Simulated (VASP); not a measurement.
Input of a VASP 6.6.1 run:

File INCAR:

```
ALGO     = Normal         # electronic algorithm
EDIFF    = 1E-7           # SCF threshold, eV
ENCUT    = 520            # plane-wave cutoff, eV
GGA      = PE             # functional
ISIF     = 2              # what is computed and relaxed
ISMEAR   = 0              # smearing method
LASPH    = True           # aspherical terms in the spheres
LCHARG   = False          # write CHGCAR
LREAL    = False          # projectors in reciprocal space
LWAVE    = False          # write WAVECAR
NBANDS   = 21             # bands
NELM     = 100            # most SCF steps
PREC     = Accurate       # precision mode
SIGMA    = 0.1            # smearing width, eV
```

The input KPOINTS:

```
k-points
0
Gamma
  4 4 4
```

POSCAR

```
MgBe2Te2O
1.0
    3.6776553695      0.0000000000      0.0000000000
    0.0000000000      3.6776553695      0.0000000000
    0.0000000000      0.0000000000     10.0881722730
Mg Be Te O
1 2 2 1
Direct
    0.0000000000      0.0000000000      0.6054503777
    0.5000000000      0.0000000000      1.1457824008
    0.0000000000      0.5000000000      1.1457824008
    0.5000000000      0.5000000000      0.7019080190
    0.0000000000      0.0000000000      0.3034212493
    0.5000000000      0.5000000000      0.0976556024
```

Potentials or basis: VASP PAW PBE potentials, release 64 (Mg, Be, Te, O).

Command:

```bash
$ cat potpaw_PBE.64/Mg/POTCAR potpaw_PBE.64/Be/POTCAR potpaw_PBE.64/Te/POTCAR potpaw_PBE.64/O/POTCAR > POTCAR
$ mpirun -np 1 vasp_std > vasp.out
```

Q: Estimate the largest force.

A: 0.055 eV/Å.

Q: Estimate the band gap on the k mesh.

A: Zero (bands 12 and 13 overlap by 0.56 eV).

Q: Estimate the pressure.

A: 0.1 GPa.

Stress tensor (GPa, compression positive):
```
0.02 0.00 0.00
0.00 0.02 0.00
0.00 0.00 0.15
```

Caveat: the k points lie up to 0.43 Å⁻¹ apart, too coarse for converged energies and pressures of a metal; semilocal functionals underestimate gaps, so a narrow gap can read as zero; spin-orbit coupling is left out, which moves the levels of the heavy elements.
